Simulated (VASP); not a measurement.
Set up this calculation in VASP 6.6.1, as the native input.

| Quantity | Value |
| --- | --- |
| Task | single point |
| Functional | PBE |
| Potentials or basis | VASP PAW PBE potentials, release 64 (Cd) |
| Cutoff | 520 eV |
| k mesh | 14 × 14 × 14 |
| Occupations | gaussian, width 0.1 eV |
| Spin | no spin polarisation |
| Dipole correction | no |
| Further INCAR settings | ALGO = Fast; EDIFF = 1e-06; NBANDS = 12 |

The structure of Cd lies in POSCAR:

```
Cd
1.0
    1.5993541328      0.9204725309      2.4679320462
   -1.6043545063      0.9151338741      2.4732385424
   -0.0071235992     -1.8459668908      2.4745124097
Cd
1
Direct
    0.0000000000      0.0000000000      0.0000000000
```

This cell differs from its parent crystal: the cell strained at random.

One way to write it, as run:

INCAR

```
SYSTEM = Cd
PREC = Accurate ; ENCUT = 520
EDIFF = 1E-6 ; ISMEAR = 0
SIGMA = 0.1 ; LREAL = .FALSE.
LASPH = .TRUE. ; NELM = 100
ALGO = Fast ; ISIF = 2
LWAVE = .FALSE. ; LCHARG = .FALSE.
GGA = PE ; NBANDS = 12
```

KPOINTS

```
Automatic mesh
0
G
  14 14 14
  0 0 0
```

Potentials or basis: VASP PAW PBE potentials, release 64 (Cd).

Run with:

```sh
$ cat potpaw_PBE.64/Cd/POTCAR > POTCAR
$ mpirun -np 1 vasp_std > vasp.out
```

Results of the run:

```yaml
Pressure: 2.4 GPa
Band_gap_on_the_k_mesh: zero (bands 6 and 7 overlap by 3.14 eV)
```

Caveat: the cell differs from its parent crystal (the cell strained at random).

Run time: 4.3 min on 1 thread of Oxide Virtual Turin-like Processor, on a shared host, peak memory 0.39 GiB.
